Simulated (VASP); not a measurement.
# SnSe (Cmcm) in VASP: single point with PBE+D3(BJ)

Aim: the single point of SnSe with PBE+D3(BJ).

Program: VASP 6.6.1. These are calculated values, not measurements. Logs are shortened: lines on timing, memory, paths and dates and some standing lists are left out, and cuts for length are marked.

**1. The cell of the first run**

Symmetry: Cmcm, No. 63, orthorhombic system. The conventional cell has a = 5.978 Å, b = 5.978 Å, c = 5.978 Å, α = 90.00°, β = 90.00°, γ = 90.00°. Within 3.7 Å of Sn (site symmetry m2m) lie 6 Se at 2.83 to 3.15 Å. Within 3.7 Å of Se (site symmetry m2m) lie 6 Sn at 2.83 to 3.15 Å.

**2. Single point, PBE+D3(BJ), collinear spin, ferromagnetic start**

The input, INCAR:

```
ALGO = Normal
EDIFF = 1E-6
ENCUT = 500
GGA = PE
GGA_COMPAT = F
ISIF = 2
ISMEAR = 0
ISPIN = 2
IVDW = 12
LASPH = T
LCHARG = T
LELF = T
LORBIT = 11
LREAL = F
LVHAR = T
LWAVE = F
MAGMOM = 0.2 0.2 0.2 0.2
NBANDS = 32
NELM = 200
PREC = Accurate
SIGMA = 0.05
```

The input, KPOINTS:

```
k-points
0
Gamma
  8 8 6
```

The input, POSCAR:

```
SnSe
1.0
    0.0000000000     -2.9887688397     -2.9887688397
    0.0000000000      2.9887688397     -2.9887688397
    5.9775376794      0.0000000000      0.0000000000
Sn Se
2 2
Direct
    0.5439144032      0.5439144032      0.5000000000
   -0.0439144032     -0.0439144032      0.0000000000
    0.4827731996      0.4827731996      0.0000000000
    0.0172268004      0.0172268004      0.5000000000
```

Potentials or basis: VASP PAW PBE potentials, release 64 (Sn_d, Se).

Run with:

```sh
$ cat potpaw_PBE.64/Sn_d/POTCAR potpaw_PBE.64/Se/POTCAR > POTCAR
$ mpirun -np 1 vasp_std > vasp.out
```

OUTCAR:

```text
EDIFF = 1E-6
   ENCUT = 500
   GGA = PE
   ISIF = 2
   ISMEAR = 0
   ISPIN = 2
   IVDW = 12
   LASPH = T
   LORBIT = 11
   LREAL = F
   NELM = 200
   PREC = Accurate
 IVDW          = 12

 ion  position               nearest neighbor table
   1  0.544  0.544  0.500-   4 2.83   4 2.99   4 2.99   3 3.01   3 3.01   4 3.15
   2  0.956  0.956  0.000-   3 2.83   3 2.99   3 2.99   4 3.01   4 3.01   3 3.15
   3  0.483  0.483  0.000-   2 2.83   2 2.99   2 2.99   1 3.01   1 3.01   2 3.15
   4  0.017  0.017  0.500-   1 2.83   1 2.99   1 2.99   2 3.01   2 3.01   1 3.15

  LATTYP: Found a simple tetragonal cell.
 ALAT       =     4.2267574279
 C/A-ratio  =     1.4142135624

  Lattice vectors:

 A1 = (   0.0000000000,  -2.9887688397,  -2.9887688397)
 A2 = (   0.0000000000,   2.9887688397,  -2.9887688397)
 A3 = (   5.9775376794,   0.0000000000,   0.0000000000)

Analysis of symmetry for initial positions (statically):
=====================================================================
 Subroutine PRICEL returns:
 Original cell was already a primitive cell.

 Routine SETGRP: Setting up the symmetry group for a
 simple tetragonal supercell.

 Subroutine GETGRP returns: Found  8 space group operations
 (whereof  4 operations were pure point group operations)
 out of a pool of 16 trial point group operations.

The static configuration has the point symmetry C_2v.
 The point group associated with its full space group is D_2h.

Analysis of symmetry for dynamics (positions and initial velocities):
=====================================================================
 Subroutine PRICEL returns:
 Original cell was already a primitive cell.

 Routine SETGRP: Setting up the symmetry group for a
 simple tetragonal supercell.

 Subroutine GETGRP returns: Found  8 space group operations
 (whereof  4 operations were pure point group operations)
 out of a pool of 16 trial point group operations.

The dynamic configuration has the point symmetry C_2v.
 The point group associated with its full space group is D_2h.

Analysis of structural, dynamic, and magnetic symmetry:
=====================================================================
 Subroutine PRICEL returns:
 Original cell was already a primitive cell.

 Routine SETGRP: Setting up the symmetry group for a
 simple tetragonal supercell.

 Subroutine GETGRP returns: Found  8 space group operations
 (whereof  4 operations were pure point group operations)
 out of a pool of 16 trial point group operations.

The overall configuration has the point symmetry C_2v.
 The point group associated with its full space group is D_2h.

 Subroutine INISYM returns: Found  8 space group operations
 (whereof  4 operations are pure point group operations),
 and found     1 'primitive' translations

----------------------------------------------------------------------------------------

                                     Primitive cell

  volume of cell :     106.7916

  direct lattice vectors                    reciprocal lattice vectors
     0.000000000 -2.988768840 -2.988768840     0.000000000 -0.167292965 -0.167292965
     0.000000000  2.988768840 -2.988768840     0.000000000  0.167292965 -0.167292965
     5.977537679  0.000000000  0.000000000     0.167292965  0.000000000  0.000000000

  length of vectors
     4.226757428  4.226757428  5.977537679     0.236587980  0.236587980  0.167292965

  position of ions in fractional coordinates (direct lattice)
     0.543914403  0.543914403  0.500000000
     0.956085597  0.956085597  0.000000000
     0.482773200  0.482773200  0.000000000
     0.017226800  0.017226800  0.500000000

  ion indices of the primitive-cell ions
   primitive index   ion index
                 1           1
                 2           2
                 3           3
                 4           4

----------------------------------------------------------------------------------------

 KPOINTS: k-points

Automatic generation of k-mesh.
 Grid dimensions read from file:
 generate k-points for:    8    8    6

 Generating k-lattice:

  Cartesian coordinates                     Fractional coordinates (reciprocal lattice)
     0.000000000 -0.020911621 -0.020911621     0.125000000  0.000000000  0.000000000
     0.000000000  0.020911621 -0.020911621     0.000000000  0.125000000  0.000000000
     0.027882161  0.000000000  0.000000000     0.000000000  0.000000000  0.166666667

  Length of vectors
     0.029573497  0.029573497  0.027882161

  Shift w.r.t. Gamma in fractional coordinates (k-lattice)
     0.000000000  0.000000000  0.000000000

 Subroutine IBZKPT returns following result:
 ===========================================

 Found     84 irreducible k-points:

 Following reciprocal coordinates:
            Coordinates               Weight
  0.000000  0.000000  0.000000      1.000000
  0.125000  0.000000  0.000000      4.000000
  0.250000  0.000000  0.000000      4.000000
  0.375000  0.000000  0.000000      4.000000
  0.500000  0.000000  0.000000      2.000000
  0.125000  0.125000  0.000000      2.000000
[... 16 lines left out ...]
  0.125000  0.000000  0.166667      8.000000
  0.250000  0.000000  0.166667      8.000000
 [... further k-points ...]
   k-points           NKPTS =     84   k-points in BZ     NKDIM =     84   number of bands    NBANDS=     32
   number of dos      NEDOS =    301   number of ions     NIONS =      4
   total plane-waves  NPLWV =  49152
   dimension x,y,z NGX =    32 NGY =   32 NGZ =   48
   dimension x,y,z NGXF=    64 NGYF=   64 NGZF=   96
   ions per type =               2   2
   NGX,Y,Z   is equivalent  to a cutoff of  12.59, 12.59, 13.35 a.u.
   NGXF,Y,Z  is equivalent  to a cutoff of  25.17, 25.17, 26.70 a.u.
 SYSTEM =  unknown system
   PREC   = accura    normal or accurate (medium, high low for compatibility)
   ISTART =      0    job   : 0-new  1-cont  2-samecut
   ICHARG =      2    charge: 1-file 2-atom 10-const
   ISPIN  =      2    spin polarized calculation?
   LNONCOLLINEAR =      F non collinear calculations
   LSORBIT =      F    spin-orbit coupling
   LASPH  =      T    aspherical Exc in radial PAW
   ENCUT  =  500.0 eV  36.75 Ry    6.06 a.u.   7.71  7.71 10.90*2*pi/ulx,y,z
   NELM   =    200;   NELMIN=  2; NELMDL= -5     # of ELM steps
   EDIFF  = 0.1E-05   stopping-criterion for ELM
   LREAL  =      F    real-space projection
   EDIFFG = 0.1E-04   stopping-criterion for IOM
   NSW    =      0    number of steps for IOM
   IBRION =     -1    ionic relax: 0-MD 1-quasi-New 2-CG
   NFREE  =      0    steps in history (QN), initial steepest desc. (CG)
   ISIF   =      2    stress and relaxation
   ISYM   =      2    0-nonsym 1-usesym 2-fastsym
   POTIM  = 0.5000    time-step for ionic-motion
   TEBEG  =    0.0;   TEEND  =   0.0 temperature during run
   PSTRESS=    0.0 pullay stress
   NELECT =      40.0000    total number of electrons
   NUPDOWN=      -1.0000    fix difference up-down
   EMIN   =  10.00;   EMAX   =-10.00  energy-range for DOS
   EFERMI =   0.00;   METHOD = LEGACY
   ISMEAR =     0;   SIGMA  =   0.05  broadening in eV -4-tet -1-fermi 0-gaus
   EFERMI_NEDOS =   21; number of points for ismear=-14 and -15
   IALGO  =     38    algorithm
   IMIX   =      4    mixing-type and parameters
     AMIX     =   0.40;   BMIX     =  1.00
     AMIX_MAG =   1.60;   BMIX_MAG =  1.00
  volume/ion in A,a.u.               =      26.70       180.17
  Fermi-wavevector in a.u.,A,eV,Ry     =   1.180092  2.230050 18.947704  1.392617
  Thomas-Fermi vector in A             =   2.316391
   LORBIT       =     11    0 simple, 1 ext, 2 COOP (PROOUT), +10 PAW based schemes
   GGA     = PE    functional components
   LHFCALC =     F    Hartree Fock is set to
   AEXX    =    0.0000 exact exchange contribution
   IVDW    =    12    specifies the selected vdW correction
   LEPSILON=     F    determine dielectric tensor
   LRPA    =     F    only Hartree local field effects (RPA)
 spin polarized calculation
 Gauss-broadening in eV      SIGMA  =   0.05
  energy-cutoff  :      500.00
  volume of cell :      106.79
 maximum number of plane-waves:      2760
   NGX = 15   NGY = 15   NGZ = 21

 number of electron      40.0000000 magnetization       0.0002425

 number of electron      40.0000000 magnetization      -0.0001017

 Free energy of the ion-electron system (eV)
  ---------------------------------------------------
  ext. energy  EPLUGINS =         0.00000000
  ---------------------------------------------------
  free energy    TOTEN  =       -16.32719662 eV

  energy without entropy =      -16.32709056  energy(sigma->0) =      -16.32714359

 E-fermi :   6.0802     XC(G=0):  -9.6930

 val. band max:        6.0148241710   @ k =   0.5000   0.0000   0.3333
 cond. band min:       6.1456514209   @ k =   0.5000   0.0000   0.3333
 fundamental gap:      0.1308272499
 Fermi energy:         6.0802471679

 spin component 1

 k-point     1 :       0.0000    0.0000    0.0000
  band No.  band energies     occupation
      1     -15.7980      1.00000
      2     -15.7695      1.00000
      3     -15.7689      1.00000
      4     -15.7658      1.00000
      5     -15.7657      1.00000
      6     -15.7588      1.00000
[... 829 lines left out ...]
     31      15.6486      0.00000
     32      15.9989      0.00000

 [... further k-points ...]

 spin component 2

 k-point     1 :       0.0000    0.0000    0.0000
  band No.  band energies     occupation
      1     -15.7979      1.00000
      2     -15.7694      1.00000
      3     -15.7688      1.00000
      4     -15.7657      1.00000
      5     -15.7656      1.00000
      6     -15.7587      1.00000
[... 829 lines left out ...]
     31      15.6486      0.00000
     32      15.9988      0.00000

 [... further k-points ...]

------------------------ aborting loop because EDIFF is reached ----------------------------------------

 Edisp (eV)   -1.44371

 E8    (eV) :    -0.6504

  FORCE on cell =-STRESS in cart. coord.  units (eV):
  Direction    XX          YY          ZZ          XY          YZ          ZX
  --------------------------------------------------------------------------------------
  -------------------------------------------------------------------------------------
  Total       0.05154    -0.02488     0.69367     0.00000     0.00000     0.00000
  in kB       0.77324    -0.37333    10.40706     0.00000     0.00000     0.00000
  external pressure =        3.60 kB  Pullay stress =        0.00 kB

 VOLUME and BASIS-vectors are now :
 -----------------------------------------------------------------------------
  energy-cutoff  :      500.00
  volume of cell :      106.79
      direct lattice vectors                 reciprocal lattice vectors
     0.000000000 -2.988768840 -2.988768840     0.000000000 -0.167292965 -0.167292965
     0.000000000  2.988768840 -2.988768840     0.000000000  0.167292965 -0.167292965
     5.977537679  0.000000000  0.000000000     0.167292965  0.000000000  0.000000000

 POSITION                                       TOTAL-FORCE (eV/Angst)
 -----------------------------------------------------------------------------------
      2.98877      0.00000     -3.25127         0.000000      0.000000      0.326703
      0.00000      0.00000     -5.71504         0.000000      0.000000     -0.326703
      0.00000      0.00000     -2.88579         0.000000      0.000000     -0.001476
      2.98877      0.00000     -0.10297         0.000000      0.000000      0.001476
 -----------------------------------------------------------------------------------
    total drift:                                0.000000      0.000000     -0.000000

  FREE ENERGIE OF THE ION-ELECTRON SYSTEM (eV)
  ---------------------------------------------------
  free  energy   TOTEN  =       -17.7709030320 eV

  energy  without entropy=      -17.7707969717  energy(sigma->0) =      -17.77085000

 total charge

# of ion       s       p       d       tot
------------------------------------------
    1        1.390   0.692   9.993  12.074
    2        1.390   0.692   9.993  12.074
    3        1.479   2.299   0.028   3.806
    4        1.479   2.299   0.028   3.806
--------------------------------------------------
tot          5.738   5.981  20.042  31.761

 magnetization (x)

# of ion       s       p       d       tot
------------------------------------------
    1        0.000  -0.000   0.000   0.000
    2        0.000  -0.000   0.000   0.000
    3        0.000   0.000  -0.000   0.000
    4        0.000   0.000  -0.000   0.000
--------------------------------------------------
tot          0.000   0.000   0.000   0.000
```

Run time: 6.5 min. Hardware: 1 thread of Intel Xeon 6975P-C, shared host; peak memory 0.51 GiB.

Results:

| Quantity | Value |
| --- | --- |
| Free energy | -17.7709 eV |
| Pressure | 0.4 GPa |
| Largest force | 0.327 eV/Å |
| Band gap on the k mesh | 0.13 eV, direct |
| Net moment | 0.00 μB per cell |
| Valence electrons inside the program's atomic spheres | Sn 12.07; Se 3.81 |
| Dispersion energy per atom | -0.361 eV |

Forces on the atoms (eV/Å):
```
Sn   0.000  0.000  0.327
Sn   0.000  0.000 -0.327
Se   0.000  0.000 -0.001
Se   0.000  0.000  0.001
```

Levels at points of the mesh, in eV from the valence-band top:
Spin up:
| k point | band 18 | band 19 | band 20 | band 21 | band 22 | band 23 |
| --- | --- | --- | --- | --- | --- | --- |
| (0.00, 0.00, 0.00) | -2.54 | -2.45 | -2.34 | 2.38 | 4.22 | 4.48 |
| (0.50, 0.00, 0.00) | -2.32 | -1.01 | -0.52 | 0.96 | 1.10 | 1.66 |
| (0.50, 0.50, 0.00) | -3.93 | -3.91 | -3.80 | 2.13 | 2.77 | 5.27 |
| (0.00, 0.00, 0.50) | -3.23 | -1.88 | -1.88 | 1.99 | 1.99 | 3.29 |
| (0.50, 0.00, 0.50) | -2.20 | -0.23 | -0.23 | 0.37 | 0.37 | 1.13 |
| (0.50, 0.50, 0.50) | -5.02 | -0.96 | -0.96 | 1.33 | 1.33 | 4.62 |
Spin down:
```tsv
k point	band 16	band 17	band 18	band 19	band 20	band 21	band 22	band 23	band 24	band 25
(0.00, 0.00, 0.00)	-3.86	-3.76	-2.54	-2.45	-2.34	2.38	4.22	4.48	4.50	4.65
(0.50, 0.00, 0.00)	-4.08	-2.46	-2.32	-1.01	-0.52	0.96	1.10	1.66	1.70	3.46
(0.50, 0.50, 0.00)	-5.20	-3.96	-3.93	-3.91	-3.80	2.13	2.77	5.27	5.34	5.51
(0.00, 0.00, 0.50)	-3.37	-3.23	-3.23	-1.88	-1.88	1.99	1.99	3.29	3.29	4.47
(0.50, 0.00, 0.50)	-2.33	-2.20	-2.20	-0.23	-0.23	0.37	0.37	1.13	1.13	1.29
(0.50, 0.50, 0.50)	-5.05	-5.02	-5.02	-0.96	-0.96	1.33	1.33	4.62	4.62	4.67
```

Caveat: spin-orbit coupling is left out, which moves the levels of the heavy elements.
